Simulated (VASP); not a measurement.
# ZnAu (Pm-3m) in VASP: a series of runs, part 2 of 3

VASP 6.6.1.

### Step 4. Single point, PBE (volume scaled by 1.10)

INCAR reads:

```
PREC = Accurate
ENCUT = 520
EDIFF = 1E-6
ISMEAR = 0
SIGMA = 0.1
LREAL = F
LASPH = T
NELM = 100
ALGO = Normal
ISIF = 2
LWAVE = F
LCHARG = F
GGA = PE
NBANDS = 18
```

KPOINTS reads:

```
regular mesh
0
Gamma
  14 14 14
```

POSCAR reads:

```
ZnAu
1.0
    3.2895638602      0.0000000000      0.0000000000
    0.0000000000      3.2895638602      0.0000000000
    0.0000000000      0.0000000000      3.2895638602
Zn Au
1 1
Direct
    0.5000000000      0.5000000000      0.5000000000
    0.0000000000      0.0000000000      0.0000000000
```

Potentials or basis: VASP PAW PBE potentials, release 64 (Zn, Au).

Command:

```bash
$ cat potpaw_PBE.64/Zn/POTCAR potpaw_PBE.64/Au/POTCAR > POTCAR
$ mpirun -np 1 vasp_std > vasp.out
```

OUTCAR:

```text
PREC = Accurate
   ENCUT = 520
   EDIFF = 1E-6
   ISMEAR = 0
   LREAL = F
   LASPH = T
   NELM = 100
   ISIF = 2
   GGA = PE

 ion  position               nearest neighbor table
   1  0.500  0.500  0.500-   2 2.85   2 2.85   2 2.85   2 2.85   2 2.85   2 2.85   2 2.85   2 2.85

   2  0.000  0.000  0.000-   1 2.85   1 2.85   1 2.85   1 2.85   1 2.85   1 2.85   1 2.85   1 2.85

  LATTYP: Found a simple cubic cell.
 ALAT       =     3.2895638602

  Lattice vectors:

 A1 = (   3.2895638602,   0.0000000000,   0.0000000000)
 A2 = (   0.0000000000,   3.2895638602,   0.0000000000)
 A3 = (   0.0000000000,   0.0000000000,   3.2895638602)

Analysis of symmetry for initial positions (statically):
=====================================================================
 Subroutine PRICEL returns:
 Original cell was already a primitive cell.

 Routine SETGRP: Setting up the symmetry group for a
 simple cubic supercell.

 Subroutine GETGRP returns: Found 48 space group operations
 (whereof 48 operations were pure point group operations)
 out of a pool of 48 trial point group operations.

The static configuration has the point symmetry O_h .

Analysis of symmetry for dynamics (positions and initial velocities):
=====================================================================
 Subroutine PRICEL returns:
 Original cell was already a primitive cell.

 Routine SETGRP: Setting up the symmetry group for a
 simple cubic supercell.

 Subroutine GETGRP returns: Found 48 space group operations
 (whereof 48 operations were pure point group operations)
 out of a pool of 48 trial point group operations.

The dynamic configuration has the point symmetry O_h .

 Subroutine INISYM returns: Found 48 space group operations
 (whereof 48 operations are pure point group operations),
 and found     1 'primitive' translations

----------------------------------------------------------------------------------------

                                     Primitive cell

  volume of cell :      35.5971

  direct lattice vectors                    reciprocal lattice vectors
     3.289563860  0.000000000  0.000000000     0.303991667  0.000000000  0.000000000
     0.000000000  3.289563860  0.000000000     0.000000000  0.303991667  0.000000000
     0.000000000  0.000000000  3.289563860     0.000000000  0.000000000  0.303991667

  length of vectors
     3.289563860  3.289563860  3.289563860     0.303991667  0.303991667  0.303991667

  position of ions in fractional coordinates (direct lattice)
[... 8 lines left out ...]
----------------------------------------------------------------------------------------

 KPOINTS: regular mesh

Automatic generation of k-mesh.
 Grid dimensions read from file:
 generate k-points for:   14   14   14

 Generating k-lattice:

  Cartesian coordinates                     Fractional coordinates (reciprocal lattice)
     0.021713690  0.000000000  0.000000000     0.071428571  0.000000000  0.000000000
     0.000000000  0.021713690  0.000000000     0.000000000  0.071428571  0.000000000
     0.000000000  0.000000000  0.021713690     0.000000000  0.000000000  0.071428571

  Length of vectors
     0.021713690  0.021713690  0.021713690

  Shift w.r.t. Gamma in fractional coordinates (k-lattice)
     0.000000000  0.000000000  0.000000000

 Subroutine IBZKPT returns following result:
 ===========================================

 Found    120 irreducible k-points:

 Following reciprocal coordinates:
            Coordinates               Weight
  0.000000  0.000000  0.000000      1.000000
  0.071429  0.000000  0.000000      6.000000
  0.142857  0.000000  0.000000      6.000000
  0.214286  0.000000  0.000000      6.000000
  0.285714  0.000000  0.000000      6.000000
  0.357143  0.000000  0.000000      6.000000
[... 16 lines left out ...]
  0.285714  0.214286  0.000000     24.000000
  0.357143  0.214286  0.000000     24.000000
 [... further k-points ...]
   k-points           NKPTS =    120   k-points in BZ     NKDIM =    120   number of bands    NBANDS=     18
   number of dos      NEDOS =    301   number of ions     NIONS =      2
   total plane-waves  NPLWV =  13824
   dimension x,y,z NGX =    24 NGY =   24 NGZ =   24
   dimension x,y,z NGXF=    48 NGYF=   48 NGZF=   48
   ions per type =               1   1
   NGX,Y,Z   is equivalent  to a cutoff of  12.13, 12.13, 12.13 a.u.
   NGXF,Y,Z  is equivalent  to a cutoff of  24.26, 24.26, 24.26 a.u.
 SYSTEM =  unknown system
   PREC   = accura    normal or accurate (medium, high low for compatibility)
   ISTART =      0    job   : 0-new  1-cont  2-samecut
   ICHARG =      2    charge: 1-file 2-atom 10-const
   ISPIN  =      1    spin polarized calculation?
   LNONCOLLINEAR =      F non collinear calculations
   LSORBIT =      F    spin-orbit coupling
   LASPH  =      T    aspherical Exc in radial PAW
   ENCUT  =  520.0 eV  38.22 Ry    6.18 a.u.   6.12  6.12  6.12*2*pi/ulx,y,z
   NELM   =    100;   NELMIN=  2; NELMDL= -5     # of ELM steps
   EDIFF  = 0.1E-05   stopping-criterion for ELM
   LREAL  =      F    real-space projection
   EDIFFG = 0.1E-04   stopping-criterion for IOM
   NSW    =      0    number of steps for IOM
   IBRION =     -1    ionic relax: 0-MD 1-quasi-New 2-CG
   NFREE  =      0    steps in history (QN), initial steepest desc. (CG)
   ISIF   =      2    stress and relaxation
   ISYM   =      2    0-nonsym 1-usesym 2-fastsym
   POTIM  = 0.5000    time-step for ionic-motion
   TEBEG  =    0.0;   TEEND  =   0.0 temperature during run
   PSTRESS=    0.0 pullay stress
   NELECT =      23.0000    total number of electrons
   NUPDOWN=      -1.0000    fix difference up-down
   EMIN   =  10.00;   EMAX   =-10.00  energy-range for DOS
   EFERMI =   0.00;   METHOD = LEGACY
   ISMEAR =     0;   SIGMA  =   0.10  broadening in eV -4-tet -1-fermi 0-gaus
   EFERMI_NEDOS =   21; number of points for ismear=-14 and -15
   IALGO  =     38    algorithm
   IMIX   =      4    mixing-type and parameters
     AMIX     =   0.40;   BMIX     =  1.00
     AMIX_MAG =   1.60;   BMIX_MAG =  1.00
  volume/ion in A,a.u.               =      17.80       120.11
  Fermi-wavevector in a.u.,A,eV,Ry     =   1.415291  2.674512 27.253136  2.003049
  Thomas-Fermi vector in A             =   2.536745
   LORBIT       =      0    0 simple, 1 ext, 2 COOP (PROOUT), +10 PAW based schemes
   GGA     = PE    functional components
   LHFCALC =     F    Hartree Fock is set to
   AEXX    =    0.0000 exact exchange contribution
   IVDW    =     0    specifies the selected vdW correction
   LEPSILON=     F    determine dielectric tensor
   LRPA    =     F    only Hartree local field effects (RPA)
 non-spin polarized calculation
 Gauss-broadening in eV      SIGMA  =   0.10
  energy-cutoff  :      520.00
  volume of cell :       35.60
 maximum number of plane-waves:       984
   NGX = 13   NGY = 13   NGZ = 13

 number of electron      22.9999963 magnetization

 Free energy of the ion-electron system (eV)
  ---------------------------------------------------
  ext. energy  EPLUGINS =         0.00000000
  ---------------------------------------------------
  free energy    TOTEN  =        -4.65473041 eV

  energy without entropy =       -4.65143281  energy(sigma->0) =       -4.65308161

 E-fermi :   5.5290     XC(G=0): -11.6340

 val. band max:        5.5231108336   @ k =   0.3571   0.2857   0.0714
 cond. band min:       5.5335825041   @ k =   0.5000   0.4286   0.2857
 fundamental gap:      0.0104716706
 Fermi energy:         5.5289672918

 k-point     1 :       0.0000    0.0000    0.0000
  band No.  band energies     occupation
      1      -3.8785      2.00000
      2      -2.0234      2.00000
      3      -2.0234      2.00000
      4      -1.5880      2.00000
      5      -1.5880      2.00000
      6      -1.5880      2.00000
[... 10 lines left out ...]
     17      16.7956      0.00000
     18      23.3221      0.00000

 k-point     2 :       0.0714    0.0000    0.0000
  band No.  band energies     occupation
      1      -3.7969      2.00000
      2      -2.0116      2.00000
      3      -2.0054      2.00000
      4      -1.5895      2.00000
      5      -1.5895      2.00000
      6      -1.5833      2.00000
[... 10 lines left out ...]
     17      17.1983      0.00000
     18      23.1592      0.00000
[... 442 lines left out ...]
 k-point    24 :       0.3571    0.2143    0.0000
  band No.  band energies     occupation
      1      -2.0517      2.00000
      2      -1.8419      2.00000
      3      -1.6921      2.00000
      4      -1.6364      2.00000
      5      -1.5835      2.00000
      6      -1.0063      2.00000
[... 10 lines left out ...]
     17      18.6873      0.00000
     18      19.2745      0.00000

 [... further k-points ...]
[... 5 lines left out ...]
  --------------------------------------------------------------------------------------
  -------------------------------------------------------------------------------------
  Total       -1.8693327     -1.8693327     -1.8693327      0.0000000      0.0000000     -0.0000000
  in kB      -84.1360709    -84.1360709    -84.1360709      0.0000000      0.0000000     -0.0000000
  external PRESSURE =     -84.1360709 kB  Pullay stress =       0.0000000 kB

 VOLUME and BASIS-vectors are now :
 -----------------------------------------------------------------------------
  energy-cutoff  :      520.00
  volume of cell :       35.60
      direct lattice vectors                 reciprocal lattice vectors
     3.289563860  0.000000000  0.000000000     0.303991667  0.000000000  0.000000000
     0.000000000  3.289563860  0.000000000     0.000000000  0.303991667  0.000000000
     0.000000000  0.000000000  3.289563860     0.000000000  0.000000000  0.303991667

 POSITION                                       TOTAL-FORCE (eV/Angst)
 -----------------------------------------------------------------------------------
      1.64478      1.64478      1.64478         0.000000      0.000000      0.000000
      0.00000      0.00000      0.00000         0.000000      0.000000      0.000000
 -----------------------------------------------------------------------------------
    total drift:                                0.000000      0.000000     -0.000000

  FREE ENERGIE OF THE ION-ELECTRON SYSTEM (eV)
  ---------------------------------------------------
  free  energy   TOTEN  =        -4.6547304055 eV

  energy  without entropy=       -4.6514328092  energy(sigma->0) =       -4.65308161
```

OSZICAR:

```text
N       E                     dE             d eps       ncg     rms          rms(c)
DAV:   1     0.131812154124E+03    0.13181E+03   -0.11326E+04  4408   0.160E+03
DAV:   2     0.649189396995E+00   -0.13116E+03   -0.12451E+03  4380   0.308E+02
DAV:   3    -0.499456421748E+01   -0.56438E+01   -0.56004E+01  4754   0.693E+01
DAV:   4    -0.504481127558E+01   -0.50247E-01   -0.50230E-01  4642   0.584E+00
DAV:   5    -0.504537479378E+01   -0.56352E-03   -0.56351E-03  4654   0.659E-01    0.603E+00
DAV:   6    -0.468236586332E+01    0.36301E+00   -0.11716E+00  4608   0.118E+01    0.413E+00
DAV:   7    -0.466231374361E+01    0.20052E-01   -0.23633E-02  5712   0.273E+00    0.233E+00
DAV:   8    -0.465468236579E+01    0.76314E-02   -0.11486E-02  4634   0.110E+00    0.199E-01
DAV:   9    -0.465472157844E+01   -0.39213E-04   -0.39698E-04  4768   0.203E-01    0.936E-02
DAV:  10    -0.465472940836E+01   -0.78299E-05   -0.45988E-05  4440   0.713E-02    0.161E-02
DAV:  11    -0.465473061608E+01   -0.12077E-05   -0.42091E-06  4554   0.200E-02    0.539E-03
DAV:  12    -0.465473040553E+01    0.21055E-06   -0.10283E-07  2314   0.418E-03
   1 F= -.46547304E+01 E0= -.46530816E+01  d E =-.329760E-02
```

stdout:

```text
POSCAR found type information on POSCAR ZnAu
 POSCAR found :  2 types and       2 ions
 scaLAPACK will be used
 LDA part: xc-table for (Slater+PW92), standard interpolation
 POSCAR, INCAR and KPOINTS ok, starting setup
 FFT: planning ... GRIDC
 FFT: planning ... GRID_SOFT
 FFT: planning ... GRID
 WAVECAR not read
 entering main loop
```

Run time: 26 s. Hardware: 1 thread of AMD EPYC 9R45 (Zen 5), shared host; peak memory 0.17 GiB.

What came out:

```
Free energy : -4.6547 eV
Pressure    : -8.4 GPa
```

Levels at points of the mesh, in eV from the Fermi level:
```csv
k point,band 9,band 10,band 11,band 12,band 13,band 14,band 15,band 16
"(0.00, 0.00, 0.00)",-3.48,-3.48,-3.48,4.84,4.84,4.84,7.31,11.27
"(0.50, 0.00, 0.00)",-4.37,-4.37,-3.57,-2.30,10.13,10.13,10.19,10.38
"(0.50, 0.50, 0.00)",-3.80,-2.98,-1.42,-1.42,0.45,1.79,9.72,12.19
"(0.50, 0.50, 0.50)",-2.95,-2.95,1.05,2.85,3.67,3.67,3.67,5.31
```

Caveat: spin-orbit coupling is left out, which moves the levels of the heavy elements.

### Step 5. Single point, PBE (volume scaled by 0.88)

INCAR reads:

```
SYSTEM = ZnAu
PREC     = Accurate       ! precision mode
ENCUT    = 520            ! plane-wave cutoff, eV
EDIFF    = 1E-7           ! SCF threshold, eV
ISMEAR   = 0              ! smearing method
SIGMA    = 0.1            ! smearing width, eV
LREAL    = .False.        ! projectors in reciprocal space
LASPH    = .True.         ! aspherical terms in the spheres
NELM     = 80             ! most SCF steps
ALGO     = Fast           ! electronic algorithm
ISIF     = 2              ! what is computed and relaxed
LWAVE    = .False.        ! write WAVECAR
LCHARG   = .True.         ! write CHGCAR
GGA      = PE             ! functional
LELF     = .True.         ! ELF
LVHAR    = .True.       
NBANDS   = 18             ! bands
```

KPOINTS reads:

```
regular mesh
0
Gamma
  14 14 14
  0 0 0
```

POSCAR reads:

```
ZnAu
1.0
    3.0537605762      0.0000000000      0.0000000000
    0.0000000000      3.0537605762      0.0000000000
    0.0000000000      0.0000000000      3.0537605762
Zn Au
1 1
Direct
    0.5000000000      0.5000000000      0.5000000000
    0.0000000000      0.0000000000      0.0000000000
```

Potentials or basis: VASP PAW PBE potentials, release 64 (Zn, Au).

Command:

```bash
$ cat potpaw_PBE.64/Zn/POTCAR potpaw_PBE.64/Au/POTCAR > POTCAR
$ mpirun -np 1 vasp_std > vasp.out
```

OUTCAR:

```text
SYSTEM = ZnAu
   PREC = Accurate
   ENCUT = 520
   EDIFF = 1E-7
   ISMEAR = 0
   LREAL = .False.
   LASPH = .True.
   NELM = 80
   ISIF = 2
   GGA = PE

 ion  position               nearest neighbor table
   1  0.500  0.500  0.500-   2 2.64   2 2.64   2 2.64   2 2.64   2 2.64   2 2.64   2 2.64   2 2.64

   2  0.000  0.000  0.000-   1 2.64   1 2.64   1 2.64   1 2.64   1 2.64   1 2.64   1 2.64   1 2.64

  LATTYP: Found a simple cubic cell.
 ALAT       =     3.0537605762

  Lattice vectors:

 A1 = (   3.0537605762,   0.0000000000,   0.0000000000)
 A2 = (   0.0000000000,   3.0537605762,   0.0000000000)
 A3 = (   0.0000000000,   0.0000000000,   3.0537605762)

Analysis of symmetry for initial positions (statically):
=====================================================================
 Subroutine PRICEL returns:
 Original cell was already a primitive cell.

 Routine SETGRP: Setting up the symmetry group for a
 simple cubic supercell.

 Subroutine GETGRP returns: Found 48 space group operations
 (whereof 48 operations were pure point group operations)
 out of a pool of 48 trial point group operations.

The static configuration has the point symmetry O_h .

Analysis of symmetry for dynamics (positions and initial velocities):
=====================================================================
 Subroutine PRICEL returns:
 Original cell was already a primitive cell.

 Routine SETGRP: Setting up the symmetry group for a
 simple cubic supercell.

 Subroutine GETGRP returns: Found 48 space group operations
 (whereof 48 operations were pure point group operations)
 out of a pool of 48 trial point group operations.

The dynamic configuration has the point symmetry O_h .

 Subroutine INISYM returns: Found 48 space group operations
 (whereof 48 operations are pure point group operations),
 and found     1 'primitive' translations

----------------------------------------------------------------------------------------
[... 106 lines left out ...]
   EMIN   =  10.00;   EMAX   =-10.00  energy-range for DOS
   EFERMI =   0.00;   METHOD = LEGACY
   ISMEAR =     0;   SIGMA  =   0.10  broadening in eV -4-tet -1-fermi 0-gaus
   EFERMI_NEDOS =   21; number of points for ismear=-14 and -15
   IALGO  =     68    algorithm
   IMIX   =      4    mixing-type and parameters
     AMIX     =   0.40;   BMIX     =  1.00
     AMIX_MAG =   1.60;   BMIX_MAG =  1.00
  volume/ion in A,a.u.               =      14.24        96.09
  Fermi-wavevector in a.u.,A,eV,Ry     =   1.524576  2.881031 31.624463  2.324332
  Thomas-Fermi vector in A             =   2.632864
   LORBIT       =      0    0 simple, 1 ext, 2 COOP (PROOUT), +10 PAW based schemes
   GGA     = PE    functional components
   LHFCALC =     F    Hartree Fock is set to
   AEXX    =    0.0000 exact exchange contribution
   IVDW    =     0    specifies the selected vdW correction
   LEPSILON=     F    determine dielectric tensor
   LRPA    =     F    only Hartree local field effects (RPA)
 non-spin polarized calculation
 RMM-DIIS sequential band-by-band and
 Gauss-broadening in eV      SIGMA  =   0.10
  energy-cutoff  :      520.00
  volume of cell :       28.48
 maximum number of plane-waves:       784
 NGX is ok and might be reduce to    24
   NGX = 11   NGY = 11   NGZ = 11

 number of electron      23.0000000 magnetization

 Free energy of the ion-electron system (eV)
  ---------------------------------------------------
  ext. energy  EPLUGINS =         0.00000000
  ---------------------------------------------------
  free energy    TOTEN  =        -4.51904033 eV

  energy without entropy =       -4.51558708  energy(sigma->0) =       -4.51731370

 E-fermi :   8.3143     XC(G=0): -12.9021

 val. band max:        8.2709555076   @ k =   0.5000   0.3571   0.3571
 cond. band min:       8.3344173555   @ k =   0.4286   0.4286   0.3571
 fundamental gap:      0.0634618479
 Fermi energy:         8.3143314972

 k-point     1 :       0.0000    0.0000    0.0000
  band No.  band energies     occupation
      1      -3.2310      2.00000
      2      -0.3696      2.00000
      3      -0.3696      2.00000
      4       0.5666      2.00000
      5       0.5666      2.00000
      6       0.5666      2.00000
[... 481 lines left out ...]
      5       0.5960      2.00000
      6       0.8917      2.00000
[... 10 lines left out ...]
     17      23.4534      0.00000
     18      23.6848      0.00000

 [... further k-points ...]
[... 5 lines left out ...]
  --------------------------------------------------------------------------------------
  -------------------------------------------------------------------------------------
  Total        3.7882583      3.7882583      3.7882583     -0.0000000     -0.0000000      0.0000000
  in kB      213.1303095    213.1303095    213.1303095     -0.0000000     -0.0000000      0.0000000
  external PRESSURE =     213.1303095 kB  Pullay stress =       0.0000000 kB

 VOLUME and BASIS-vectors are now :
 -----------------------------------------------------------------------------
  energy-cutoff  :      520.00
  volume of cell :       28.48
      direct lattice vectors                 reciprocal lattice vectors
     3.053760576  0.000000000  0.000000000     0.327465096  0.000000000  0.000000000
     0.000000000  3.053760576  0.000000000     0.000000000  0.327465096  0.000000000
     0.000000000  0.000000000  3.053760576     0.000000000  0.000000000  0.327465096

 POSITION                                       TOTAL-FORCE (eV/Angst)
 -----------------------------------------------------------------------------------
      1.52688      1.52688      1.52688         0.000000      0.000000      0.000000
      0.00000      0.00000      0.00000         0.000000      0.000000      0.000000
 -----------------------------------------------------------------------------------
    total drift:                                0.000000      0.000000     -0.000000

  FREE ENERGIE OF THE ION-ELECTRON SYSTEM (eV)
  ---------------------------------------------------
  free  energy   TOTEN  =        -4.5190403270 eV

  energy  without entropy=       -4.5155870769  energy(sigma->0) =       -4.51731370
```

stdout:

```text
POSCAR found type information on POSCAR ZnAu
 POSCAR found :  2 types and       2 ions
 scaLAPACK will be used
 LDA part: xc-table for (Slater+PW92), standard interpolation
 POSCAR, INCAR and KPOINTS ok, starting setup
 FFT: planning ... GRIDC
 FFT: planning ... GRID_SOFT
 FFT: planning ... GRID
 WAVECAR not read
 entering main loop
 num prob  num prob RMM:  16    -0.451904032704E+01    0.97834E-08   -0.58860E-08  2257   0.164E-03
```

Run time: 2.4 min. Hardware: 1 thread of AMD EPYC 7R13, shared host; peak memory 0.16 GiB.

What came out:

```
Free energy : -4.5190 eV
Pressure    : 21.3 GPa
```

Caveat: spin-orbit coupling is left out, which moves the levels of the heavy elements.

[end of part 2 of 3]
